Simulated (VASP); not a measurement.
# N (P6_3/mmc) in VASP: a series of runs

Runs on N. Level: PBE+D3(BJ). Tasks: single point.

All numbers are computed with VASP 6.6.1; they aren't measurements. Logs are shortened: lines on timing, memory, paths and dates and some standing lists are left out, and cuts for length are marked.

## (1) The cell of the first run

It takes space group P6_3/mmc (No. 194, hexagonal). Conventional cell: a = 4.167 Å, b = 4.167 Å, c = 7.006 Å, α = 90.00°, β = 90.00°, γ = 120.00°. Within 1.5 Å of N (site symmetry 3m) lie 1 N at 1.11 Å.

## (2) Single point, PBE+D3(BJ)

File INCAR:

```
SYSTEM = N
ALGO     = Normal         ! electronic algorithm
EDIFF    = 1E-6           ! SCF threshold, eV
ENCUT    = 520            ! plane-wave cutoff, eV
GGA      = PE             ! functional
ISIF     = 2              ! what is computed and relaxed
ISMEAR   = 0              ! smearing method
IVDW     = 12             ! dispersion correction
LASPH    = .TRUE.         ! aspherical terms in the spheres
LCHARG   = .FALSE.        ! write CHGCAR
LREAL    = .FALSE.        ! projectors in reciprocal space
LWAVE    = .FALSE.        ! write WAVECAR
NBANDS   = 18             ! bands
NELM     = 100            ! most SCF steps
PREC     = Accurate       ! precision mode
SIGMA    = 0.1            ! smearing width, eV
```

File KPOINTS:

```
k-points
0
G
  6 6 4
  0 0 0
```

File POSCAR:

```
N
1.0
    4.1672328106      0.0000000000      0.0000000000
   -2.0836164053      3.6089294775      0.0000000000
    0.0000000000      0.0000000000      7.0060035100
N
4
Direct
    0.3333333300      0.6666666700      0.3289300400
    0.3333333300      0.6666666700      0.1710699600
    0.6666666700      0.3333333300      0.8289300400
    0.6666666700      0.3333333300      0.6710699600
```

Potentials or basis: VASP PAW PBE potentials, release 64 (N).

Run with:

```
> cat potpaw_PBE.64/N/POTCAR > POTCAR
> mpirun -np 1 vasp_std > vasp.out
```

OUTCAR:

```text
SYSTEM = N
   EDIFF = 1E-6
   ENCUT = 520
   GGA = PE
   ISIF = 2
   ISMEAR = 0
   IVDW = 12
   LASPH = .TRUE.
   LREAL = .FALSE.
   NELM = 100
   PREC = Accurate
 IVDW          = 12

 ion  position               nearest neighbor table
   1  0.333  0.667  0.329-   2 1.11
   2  0.333  0.667  0.171-   1 1.11
   3  0.667  0.333  0.829-   4 1.11
   4  0.667  0.333  0.671-   3 1.11

  LATTYP: Found a hexagonal cell.
 ALAT       =     4.1672328106
 C/A-ratio  =     1.6812124084

  Lattice vectors:

 A1 = (   4.1672328106,   0.0000000000,   0.0000000000)
 A2 = (  -2.0836164053,   3.6089294775,   0.0000000000)
 A3 = (   0.0000000000,   0.0000000000,   7.0060035100)

Analysis of symmetry for initial positions (statically):
=====================================================================
 Subroutine PRICEL returns:
 Original cell was already a primitive cell.

 Routine SETGRP: Setting up the symmetry group for a
 hexagonal supercell.

 Subroutine GETGRP returns: Found 24 space group operations
 (whereof 12 operations were pure point group operations)
 out of a pool of 24 trial point group operations.

The static configuration has the point symmetry D_3d.
 The point group associated with its full space group is D_6h.

Analysis of symmetry for dynamics (positions and initial velocities):
=====================================================================
 Subroutine PRICEL returns:
 Original cell was already a primitive cell.

 Routine SETGRP: Setting up the symmetry group for a
 hexagonal supercell.

 Subroutine GETGRP returns: Found 24 space group operations
 (whereof 12 operations were pure point group operations)
 out of a pool of 24 trial point group operations.

The dynamic configuration has the point symmetry D_3d.
 The point group associated with its full space group is D_6h.

 Subroutine INISYM returns: Found 24 space group operations
 (whereof 12 operations are pure point group operations),
 and found     1 'primitive' translations

----------------------------------------------------------------------------------------

                                     Primitive cell

  volume of cell :     105.3650
[... 84 lines left out ...]
   LNONCOLLINEAR =      F non collinear calculations
   LSORBIT =      F    spin-orbit coupling
   LASPH  =      T    aspherical Exc in radial PAW
   ENCUT  =  520.0 eV  38.22 Ry    6.18 a.u.   7.75  7.75 13.03*2*pi/ulx,y,z
   NELM   =    100;   NELMIN=  2; NELMDL= -5     # of ELM steps
   EDIFF  = 0.1E-05   stopping-criterion for ELM
   LREAL  =      F    real-space projection
   EDIFFG = 0.1E-04   stopping-criterion for IOM
   NSW    =      0    number of steps for IOM
   IBRION =     -1    ionic relax: 0-MD 1-quasi-New 2-CG
   NFREE  =      0    steps in history (QN), initial steepest desc. (CG)
   ISIF   =      2    stress and relaxation
   ISYM   =      2    0-nonsym 1-usesym 2-fastsym
   POTIM  = 0.5000    time-step for ionic-motion
   TEBEG  =    0.0;   TEEND  =   0.0 temperature during run
   PSTRESS=    0.0 pullay stress
   NELECT =      20.0000    total number of electrons
   NUPDOWN=      -1.0000    fix difference up-down
   EMIN   =  10.00;   EMAX   =-10.00  energy-range for DOS
   EFERMI =   0.00;   METHOD = LEGACY
   ISMEAR =     0;   SIGMA  =   0.10  broadening in eV -4-tet -1-fermi 0-gaus
   EFERMI_NEDOS =   21; number of points for ismear=-14 and -15
   IALGO  =     38    algorithm
   IMIX   =      4    mixing-type and parameters
     AMIX     =   0.40;   BMIX     =  1.00
     AMIX_MAG =   1.60;   BMIX_MAG =  1.00
  volume/ion in A,a.u.               =      26.34       177.76
  Fermi-wavevector in a.u.,A,eV,Ry     =   0.940848  1.777944 12.043801  0.885194
  Thomas-Fermi vector in A             =   2.068300
   LORBIT       =      0    0 simple, 1 ext, 2 COOP (PROOUT), +10 PAW based schemes
   GGA     = PE    functional components
   LHFCALC =     F    Hartree Fock is set to
   AEXX    =    0.0000 exact exchange contribution
   IVDW    =    12    specifies the selected vdW correction
   LEPSILON=     F    determine dielectric tensor
   LRPA    =     F    only Hartree local field effects (RPA)
 non-spin polarized calculation
 Gauss-broadening in eV      SIGMA  =   0.10
  energy-cutoff  :      520.00
  volume of cell :      105.37
 maximum number of plane-waves:      2882
 NGX is ok and might be reduce to    32

 number of electron      20.0000001 magnetization

 Free energy of the ion-electron system (eV)
  ---------------------------------------------------
  ext. energy  EPLUGINS =         0.00000000
  ---------------------------------------------------
  free energy    TOTEN  =       -33.31643182 eV

  energy without entropy =      -33.31643182  energy(sigma->0) =      -33.31643182

 E-fermi :  -6.2574     XC(G=0):  -5.8852

 val. band max:       -6.7457630511   @ k =   0.0000   0.0000   0.0000
 cond. band min:       0.2607652127   @ k =   0.3333   0.3333   0.0000
 fundamental gap:      7.0065282638
 Fermi energy:        -6.2573601964

 k-point     1 :       0.0000    0.0000    0.0000
  band No.  band energies     occupation
      1     -25.3161      2.00000
      2     -25.2915      2.00000
      3     -10.9057      2.00000
      4     -10.1746      2.00000
      5      -8.5163      2.00000
      6      -8.5163      2.00000
[... 418 lines left out ...]
      5      -8.6608      2.00000
      6      -8.6608      2.00000
[... 10 lines left out ...]
     17       5.9473      0.00000
     18       5.9473      0.00000

------------------------ aborting loop because EDIFF is reached ----------------------------------------

 Edisp (eV)   -0.17372

 E8    (eV) :    -0.0395

  FORCE on cell =-STRESS in cart. coord.  units (eV):
  Direction    XX          YY          ZZ          XY          YZ          ZX
  --------------------------------------------------------------------------------------
  -------------------------------------------------------------------------------------
  Total      -0.19809    -0.19809     2.29705    -0.00000    -0.00000     0.00000
  in kB      -3.01208    -3.01208    34.92892    -0.00000    -0.00000     0.00000
  external pressure =        9.63 kB  Pullay stress =        0.00 kB

 VOLUME and BASIS-vectors are now :
 -----------------------------------------------------------------------------
  energy-cutoff  :      520.00
  volume of cell :      105.37
      direct lattice vectors                 reciprocal lattice vectors
     4.167232811  0.000000000  0.000000000     0.239967395  0.138545240  0.000000000
    -2.083616405  3.608929477  0.000000000     0.000000000  0.277090480  0.000000000
     0.000000000  0.000000000  7.006003510     0.000000000  0.000000000  0.142734727

 POSITION                                       TOTAL-FORCE (eV/Angst)
 -----------------------------------------------------------------------------------
     -0.00000      2.40595      2.30449        -0.000000      0.000000      1.119725
     -0.00000      2.40595      1.19852        -0.000000      0.000000     -1.119725
      2.08362      1.20298      5.80749         0.000000     -0.000000      1.119725
      2.08362      1.20298      4.70152         0.000000     -0.000000     -1.119725
 -----------------------------------------------------------------------------------
    total drift:                               -0.000031      0.000018     -0.000006

  FREE ENERGIE OF THE ION-ELECTRON SYSTEM (eV)
  ---------------------------------------------------
  free  energy   TOTEN  =       -33.4901489857 eV

  energy  without entropy=      -33.4901489857  energy(sigma->0) =      -33.49014899
```

stdout:

```text
POSCAR found type information on POSCAR N
 POSCAR found :  1 types and       4 ions
 scaLAPACK will be used
 LDA part: xc-table for (Slater+PW92), standard interpolation
 POSCAR, INCAR and KPOINTS ok, starting setup
 FFT: planning ... GRIDC
 FFT: planning ... GRID_SOFT
 FFT: planning ... GRID
 WAVECAR not read
 entering main loop
```

Wall time 23 s (1 thread of Intel Xeon Platinum 8124M at 3.00GHz (Skylake/Cascade Lake), shared host); peak memory 0.22 GiB.

What came out:

| Property | Result |
| --- | --- |
| Free energy | -33.4901 eV |
| Pressure | 1.0 GPa |
| Largest force | 1.120 eV/Å |
| Band gap on the k mesh | 7.01 eV, indirect (least direct gap 7.32 eV) |
| Dispersion energy per atom | -0.043 eV |

Forces in eV/Å, atoms in the order of the input:
```
N    0.000  0.000  1.120
N    0.000  0.000 -1.120
N    0.000  0.000  1.120
N    0.000  0.000 -1.120
```

Caveat: the standard files for N, O and F lose accuracy on very short bonds; forces of over 1 eV/Å act on the atoms, so gaps and moduli don't describe the material at rest. Expect the measured gap to be larger: semilocal functionals such as PBE lack the derivative discontinuity.

## (3) Single point, PBE+D3(BJ)

This run uses another cell than the first one: it holds 8 atoms, not 4.

File INCAR:

```
SYSTEM = N
PREC = Accurate
ENCUT = 520
EDIFF = 1E-6
ISMEAR = 0
SIGMA = 0.02
LREAL = .FALSE.
LASPH = .TRUE.
NELM = 60
ALGO = Normal
ISIF = 2
LWAVE = .FALSE.
LCHARG = .FALSE.
GGA = PE
IVDW = 12
NBANDS = 30
```

File KPOINTS:

```
Automatic mesh
0
G
  8 4 4
  0 0 0
```

File POSCAR:

```
N
1.0
   -1.9109442014     -3.3098524472      0.0000000000
   -5.7328326042      3.3098524472      0.0000000000
    0.0000000000      0.0000000000     -7.4228176037
N
8
Direct
    0.0000000000      0.6666666667      0.6757618192
    0.5000000000      0.1666666667      0.6757618192
    0.0000000000      0.6666666667      0.8242381808
    0.5000000000      0.1666666667      0.8242381808
    0.0000000000      0.3333333333      0.1757618192
    0.5000000000      0.8333333333      0.1757618192
    0.0000000000      0.3333333333      0.3242381808
    0.5000000000      0.8333333333      0.3242381808
```

Potentials or basis: VASP PAW PBE potentials, release 64 (N).

Run with:

```
> cat potpaw_PBE.64/N/POTCAR > POTCAR
> mpirun -np 1 vasp_std > vasp.out
```

It took 99 s on 1 thread of Intel Xeon 6975P-C (Granite Rapids), shared host; peak memory 0.36 GiB.

It converged, with:

| Quantity | Value |
| --- | --- |
| Free energy | -66.9791 eV |
| Pressure | 2.0 GPa |
| Largest force | 1.746 eV/Å |
| Band gap on the k mesh | 7.07 eV |
| Dispersion energy per atom | -0.051 eV |

Forces in eV/Å, atoms in the order of the input:
```
N    0.000  0.000  1.746
N    0.000  0.000  1.746
N    0.000  0.000 -1.746
N    0.000  0.000 -1.746
N    0.000  0.000  1.746
N    0.000  0.000  1.746
N    0.000  0.000 -1.746
N    0.000  0.000 -1.746
```

Stress tensor (GPa, compression positive):
```
-0.22  0.00  0.00
 0.00 -0.21  0.00
 0.00  0.00  6.30
```

Levels at points of the mesh, in eV from the valence-band top:
```csv
k point,band 16,band 17,band 18,band 19,band 20,band 21,band 22,band 23,band 24,band 25
"(0.00, 0.00, 0.00)",-1.55,-1.12,-0.46,-0.11,0.00,7.07,7.72,7.76,8.08,8.08
"(0.50, 0.00, 0.00)",-1.75,-0.43,-0.43,-0.12,-0.12,7.20,7.20,7.60,7.60,7.86
"(0.00, 0.50, 0.00)",-1.59,-0.75,-0.75,-0.02,-0.02,7.58,7.58,7.90,7.90,7.99
"(0.50, 0.50, 0.00)",-1.63,-0.46,-0.46,-0.11,-0.11,7.07,7.07,7.72,7.72,7.76
"(0.00, 0.00, 0.50)",-1.58,-0.51,-0.51,-0.32,-0.32,7.41,7.41,8.08,8.08,8.24
"(0.50, 0.00, 0.50)",-1.79,-0.31,-0.31,-0.31,-0.31,7.56,7.56,7.56,7.56,7.90
"(0.00, 0.50, 0.50)",-1.64,-0.39,-0.39,-0.39,-0.39,7.80,7.80,7.80,7.80,8.16
"(0.50, 0.50, 0.50)",-1.69,-0.32,-0.32,-0.32,-0.32,7.41,7.41,7.41,7.41,8.08
```

Caveat: the standard files for N, O and F lose accuracy on very short bonds; forces of over 1 eV/Å act on the atoms, so gaps and moduli don't describe the material at rest.
